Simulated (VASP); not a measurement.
# BP (F-43m) in VASP: single point with PBE

Aim: the single point of BP with PBE.

All numbers are computed with VASP 6.6.1; they aren't measurements. Logs are shortened: lines on timing, memory, paths and dates and some standing lists are left out, and cuts for length are marked.

**1. The cell of the first run**

Symmetry: F-43m, No. 216, cubic system. The conventional cell has a = 4.856 Å, b = 4.856 Å, c = 4.856 Å, α = 90.00°, β = 90.00°, γ = 90.00°. B (site symmetry -43m) has 4 P at 2.10 Å within 2.8 Å. P (site symmetry -43m) has 4 B at 2.10 Å within 2.8 Å.

**2. Single point, PBE (Ga replaced by B, lengths x 0.900, strained)**

The input, INCAR:

```
SYSTEM = BP
PREC = Accurate ; ENCUT = 500
EDIFF = 1E-6 ; ISMEAR = 0
SIGMA = 0.1 ; LREAL = .False.
LASPH = .True. ; NELM = 120
ALGO = Normal ; ISIF = 2
LWAVE = .False. ; LCHARG = .False.
GGA = PE ; NBANDS = 11
GGA_COMPAT = .False.
```

The input, KPOINTS:

```
regular mesh
0
Gamma
  6 6 6
  0 0 0
```

The input, POSCAR:

```
BP
1.0
    0.0000000000      2.4278790267      2.4278790267
    2.4278790267      0.0000000000      2.4278790267
    2.4278790267      2.4278790267      0.0000000000
B P
1 1
Direct
    0.0000000000      0.0000000000      0.0000000000
    0.7500000000      0.7500000000      0.7500000000
```

Potentials or basis: VASP PAW PBE potentials, release 64 (B, P).

The run is started by

```bash
cat potpaw_PBE.64/B/POTCAR potpaw_PBE.64/P/POTCAR > POTCAR
mpirun -np 1 vasp_std > vasp.out
```

OUTCAR:

```text
SYSTEM = BP
   PREC = Accurate
   ENCUT = 500
   EDIFF = 1E-6
   ISMEAR = 0
   LREAL = .False.
   LASPH = .True.
   NELM = 120
   ISIF = 2
   GGA = PE

 ion  position               nearest neighbor table
   1  0.000  0.000  0.000-   2 2.10   2 2.10   2 2.10   2 2.10
   2  0.750  0.750  0.750-   1 2.10   1 2.10   1 2.10   1 2.10

  LATTYP: Found a face centered cubic cell.
 ALAT       =     4.8557580534

  Lattice vectors:

 A1 = (   0.0000000000,   2.4278790267,   2.4278790267)
 A2 = (   2.4278790267,   0.0000000000,   2.4278790267)
 A3 = (   2.4278790267,   2.4278790267,   0.0000000000)

Analysis of symmetry for initial positions (statically):
=====================================================================
 Subroutine PRICEL returns:
 Original cell was already a primitive cell.

 Routine SETGRP: Setting up the symmetry group for a
 face centered cubic supercell.

 Subroutine GETGRP returns: Found 24 space group operations
 (whereof 24 operations were pure point group operations)
 out of a pool of 48 trial point group operations.

The static configuration has the point symmetry T_d .

Analysis of symmetry for dynamics (positions and initial velocities):
=====================================================================
 Subroutine PRICEL returns:
 Original cell was already a primitive cell.

 Routine SETGRP: Setting up the symmetry group for a
 face centered cubic supercell.

 Subroutine GETGRP returns: Found 24 space group operations
 (whereof 24 operations were pure point group operations)
 out of a pool of 48 trial point group operations.

The dynamic configuration has the point symmetry T_d .

 Subroutine INISYM returns: Found 24 space group operations
 (whereof 24 operations are pure point group operations),
 and found     1 'primitive' translations

----------------------------------------------------------------------------------------

                                     Primitive cell

  volume of cell :      28.6227

  direct lattice vectors                    reciprocal lattice vectors
     0.000000000  2.427879027  2.427879027    -0.205941068  0.205941068  0.205941068
     2.427879027  0.000000000  2.427879027     0.205941068 -0.205941068  0.205941068
     2.427879027  2.427879027  0.000000000     0.205941068  0.205941068 -0.205941068

  length of vectors
     3.433539447  3.433539447  3.433539447     0.356700393  0.356700393  0.356700393

  position of ions in fractional coordinates (direct lattice)
     0.000000000  0.000000000  0.000000000
     0.750000000  0.750000000  0.750000000

  ion indices of the primitive-cell ions
   primitive index   ion index
                 1           1
                 2           2

----------------------------------------------------------------------------------------

 KPOINTS: regular mesh

Automatic generation of k-mesh.
 Grid dimensions read from file:
 generate k-points for:    6    6    6

 Generating k-lattice:

  Cartesian coordinates                     Fractional coordinates (reciprocal lattice)
    -0.034323511  0.034323511  0.034323511     0.166666667  0.000000000  0.000000000
     0.034323511 -0.034323511  0.034323511     0.000000000  0.166666667  0.000000000
     0.034323511  0.034323511 -0.034323511     0.000000000  0.000000000  0.166666667

  Length of vectors
     0.059450066  0.059450066  0.059450066

  Shift w.r.t. Gamma in fractional coordinates (k-lattice)
     0.000000000  0.000000000  0.000000000

 Subroutine IBZKPT returns following result:
 ===========================================

 Found     16 irreducible k-points:

 Following reciprocal coordinates:
            Coordinates               Weight
  0.000000  0.000000  0.000000      1.000000
  0.166667  0.000000  0.000000      8.000000
  0.333333  0.000000  0.000000      8.000000
  0.500000  0.000000  0.000000      4.000000
  0.166667  0.166667  0.000000      6.000000
  0.333333  0.166667  0.000000     24.000000
[... 8 lines left out ...]
 -0.333333  0.333333  0.166667     24.000000
 -0.333333  0.500000  0.166667     12.000000
   k-points           NKPTS =     16   k-points in BZ     NKDIM =     16   number of bands    NBANDS=     11
   number of dos      NEDOS =    301   number of ions     NIONS =      2
   total plane-waves  NPLWV =  21952
   dimension x,y,z NGX =    28 NGY =   28 NGZ =   28
   dimension x,y,z NGXF=    56 NGYF=   56 NGZF=   56
   ions per type =               1   1
   NGX,Y,Z   is equivalent  to a cutoff of  13.56, 13.56, 13.56 a.u.
   NGXF,Y,Z  is equivalent  to a cutoff of  27.11, 27.11, 27.11 a.u.
 SYSTEM =  BP
   PREC   = accura    normal or accurate (medium, high low for compatibility)
   ISTART =      0    job   : 0-new  1-cont  2-samecut
   ICHARG =      2    charge: 1-file 2-atom 10-const
   ISPIN  =      1    spin polarized calculation?
   LNONCOLLINEAR =      F non collinear calculations
   LSORBIT =      F    spin-orbit coupling
   LASPH  =      T    aspherical Exc in radial PAW
   ENCUT  =  500.0 eV  36.75 Ry    6.06 a.u.   6.26  6.26  6.26*2*pi/ulx,y,z
   NELM   =    120;   NELMIN=  2; NELMDL= -5     # of ELM steps
   EDIFF  = 0.1E-05   stopping-criterion for ELM
   LREAL  =      F    real-space projection
   EDIFFG = 0.1E-04   stopping-criterion for IOM
   NSW    =      0    number of steps for IOM
   IBRION =     -1    ionic relax: 0-MD 1-quasi-New 2-CG
   NFREE  =      0    steps in history (QN), initial steepest desc. (CG)
   ISIF   =      2    stress and relaxation
   ISYM   =      2    0-nonsym 1-usesym 2-fastsym
   POTIM  = 0.5000    time-step for ionic-motion
   TEBEG  =    0.0;   TEEND  =   0.0 temperature during run
   PSTRESS=    0.0 pullay stress
   NELECT =       8.0000    total number of electrons
   NUPDOWN=      -1.0000    fix difference up-down
   EMIN   =  10.00;   EMAX   =-10.00  energy-range for DOS
   EFERMI =   0.00;   METHOD = LEGACY
   ISMEAR =     0;   SIGMA  =   0.10  broadening in eV -4-tet -1-fermi 0-gaus
   EFERMI_NEDOS =   21; number of points for ismear=-14 and -15
   IALGO  =     38    algorithm
   IMIX   =      4    mixing-type and parameters
     AMIX     =   0.40;   BMIX     =  1.00
     AMIX_MAG =   1.60;   BMIX_MAG =  1.00
  volume/ion in A,a.u.               =      14.31        96.58
  Fermi-wavevector in a.u.,A,eV,Ry     =   1.070371  2.022708 15.588123  1.145695
  Thomas-Fermi vector in A             =   2.206079
   LORBIT       =      0    0 simple, 1 ext, 2 COOP (PROOUT), +10 PAW based schemes
   GGA     = PE    functional components
   LHFCALC =     F    Hartree Fock is set to
   AEXX    =    0.0000 exact exchange contribution
   IVDW    =     0    specifies the selected vdW correction
   LEPSILON=     F    determine dielectric tensor
   LRPA    =     F    only Hartree local field effects (RPA)
 non-spin polarized calculation
 Gauss-broadening in eV      SIGMA  =   0.10
  energy-cutoff  :      500.00
  volume of cell :       28.62
 maximum number of plane-waves:       745
 NGX is ok and might be reduce to    28
   NGX = 13   NGY = 13   NGZ = 13

 number of electron       7.9999999 magnetization

 Free energy of the ion-electron system (eV)
  ---------------------------------------------------
  ext. energy  EPLUGINS =         0.00000000
  ---------------------------------------------------
  free energy    TOTEN  =       -12.50828343 eV

  energy without entropy =      -12.50828343  energy(sigma->0) =      -12.50828343

 E-fermi :   5.6802     XC(G=0): -10.0485

 val. band max:        5.1996326760   @ k =   0.0000   0.0000   0.0000
 cond. band min:       6.7702988633   @ k =   0.3333   0.3333   0.0000
 fundamental gap:      1.5706661873
 Fermi energy:         5.6802159736

 k-point     1 :       0.0000    0.0000    0.0000
  band No.  band energies     occupation
      1      -8.5667      2.00000
      2       5.1996      2.00000
      3       5.1996      2.00000
      4       5.1996      2.00000
      5       8.3630      0.00000
      6       8.3630      0.00000
      7       8.3630      0.00000
      8       9.7080      0.00000
      9      15.4994      0.00000
     10      16.7951      0.00000
     11      16.7951      0.00000

 k-point     2 :       0.1667    0.0000    0.0000
  band No.  band energies     occupation
      1      -8.1508      2.00000
      2       2.6600      2.00000
      3       4.6506      2.00000
      4       4.6506      2.00000
      5       8.4460      0.00000
      6       9.1217      0.00000
      7       9.1217      0.00000
      8      11.5557      0.00000
      9      15.8002      0.00000
     10      15.8002      0.00000
     11      16.5761      0.00000

 k-point     3 :       0.3333    0.0000    0.0000
  band No.  band energies     occupation
      1      -6.9956      2.00000
      2      -0.6725      2.00000
      3       3.9581      2.00000
      4       3.9581      2.00000
      5       8.0263      0.00000
      6       9.7663      0.00000
      7       9.7663      0.00000
      8      13.9824      0.00000
      9      16.4413      0.00000
     10      16.4413      0.00000
     11      16.9965      0.00000

 k-point     4 :       0.5000    0.0000    0.0000
  band No.  band energies     occupation
      1      -5.9600      2.00000
      2      -2.4863      2.00000
      3       3.7028      2.00000
      4       3.7028      2.00000
      5       7.8475      0.00000
      6       9.7623      0.00000
      7       9.7623      0.00000
      8      14.5728      0.00000
      9      18.3127      0.00000
     10      18.5936      0.00000
     11      18.5936      0.00000

 k-point     5 :       0.1667    0.1667    0.0000
  band No.  band energies     occupation
      1      -8.0104      2.00000
      2       3.1605      2.00000
      3       3.8012      2.00000
      4       3.8012      2.00000
      5       7.6050      0.00000
      6      10.3660      0.00000
      7      10.3660      0.00000
      8      10.7251      0.00000
      9      14.5188      0.00000
     10      17.1517      0.00000
     11      17.4167      0.00000
[... 99 lines left out ...]
 k-point    13 :       0.5000    0.5000    0.0000
  band No.  band energies     occupation
      1      -4.7312      2.00000
      2      -2.3906      2.00000
      3       1.7964      2.00000
      4       1.7964      2.00000
      5       6.8682      0.00000
      6       7.0455      0.00000
      7      15.4979      0.00000
      8      15.4979      0.00000
      9      18.2181      0.00000
     10      20.4422      0.00000
     11      20.7596      0.00000

 k-point    14 :       0.5000    0.3333    0.1667
  band No.  band energies     occupation
      1      -6.0071      2.00000
      2      -0.7848      2.00000
      3       1.1004      2.00000
      4       2.5326      2.00000
      5       9.0150      0.00000
      6      10.4170      0.00000
      7      10.7344      0.00000
      8      13.4075      0.00000
      9      16.4640      0.00000
     10      17.4544      0.00000
     11      20.3204      0.00000

 k-point    15 :      -0.3333    0.3333    0.1667
  band No.  band energies     occupation
      1      -5.0735      2.00000
      2      -1.9374      2.00000
      3       0.6116      2.00000
      4       1.9883      2.00000
      5       9.6292      0.00000
      6      10.1814      0.00000
      7      12.6599      0.00000
      8      13.1261      0.00000
      9      14.8036      0.00000
     10      18.4999      0.00000
     11      20.2303      0.00000

 k-point    16 :      -0.3333    0.5000    0.1667
  band No.  band energies     occupation
      1      -4.6228      2.00000
      2      -2.1439      2.00000
      3       0.8952      2.00000
      4       1.0336      2.00000
      5       9.0087      0.00000
      6       9.3159      0.00000
      7      13.1302      0.00000
      8      13.6097      0.00000
      9      16.7280      0.00000
     10      19.1684      0.00000
     11      19.8417      0.00000

------------------------ aborting loop because EDIFF is reached ----------------------------------------

  FORCE on cell =-STRESS in cart. coord.  units (eV):
  Direction    XX          YY          ZZ          XY          YZ          ZX
  --------------------------------------------------------------------------------------
  -------------------------------------------------------------------------------------
  Total       -3.8796674     -3.8796674     -3.8796674      0.0000000      0.0000000     -0.0000000
  in kB     -217.1670611   -217.1670611   -217.1670611      0.0000000      0.0000000     -0.0000000
  external PRESSURE =    -217.1670611 kB  Pullay stress =       0.0000000 kB

 VOLUME and BASIS-vectors are now :
 -----------------------------------------------------------------------------
  energy-cutoff  :      500.00
  volume of cell :       28.62
      direct lattice vectors                 reciprocal lattice vectors
     0.000000000  2.427879027  2.427879027    -0.205941068  0.205941068  0.205941068
     2.427879027  0.000000000  2.427879027     0.205941068 -0.205941068  0.205941068
     2.427879027  2.427879027  0.000000000     0.205941068  0.205941068 -0.205941068

 POSITION                                       TOTAL-FORCE (eV/Angst)
 -----------------------------------------------------------------------------------
      0.00000      0.00000      0.00000        -0.000000      0.000000     -0.000000
      3.64182      3.64182      3.64182         0.000000     -0.000000      0.000000
 -----------------------------------------------------------------------------------
    total drift:                                0.000000      0.000000     -0.000000

  FREE ENERGIE OF THE ION-ELECTRON SYSTEM (eV)
  ---------------------------------------------------
  free  energy   TOTEN  =       -12.5082834251 eV

  energy  without entropy=      -12.5082834251  energy(sigma->0) =      -12.50828343
```

It took 12 s on 1 thread of AMD EPYC 7R13, shared host; peak memory 0.12 GiB.

Results:

* Free energy: -12.5083 eV
* Pressure: -21.7 GPa
* Band gap on the k mesh: 1.57 eV (least direct gap 3.16 eV)

Levels at points of the mesh, in eV from the valence-band top:
```
           k point  band 1  band 2  band 3  band 4  band 5  band 6  band 7  band 8  band 9
(0.00, 0.00, 0.00)  -13.77    0.00    0.00    0.00    3.16    3.16    3.16    4.51   10.30
(0.50, 0.00, 0.00)  -11.16   -7.69   -1.50   -1.50    2.65    4.56    4.56    9.37   13.11
(0.50, 0.50, 0.00)   -9.93   -7.59   -3.40   -3.40    1.67    1.85   10.30   10.30   13.02
```

Caveat: the cell differs from its parent crystal (Ga replaced by B, lengths x 0.900, strained); the cell stands under tension.
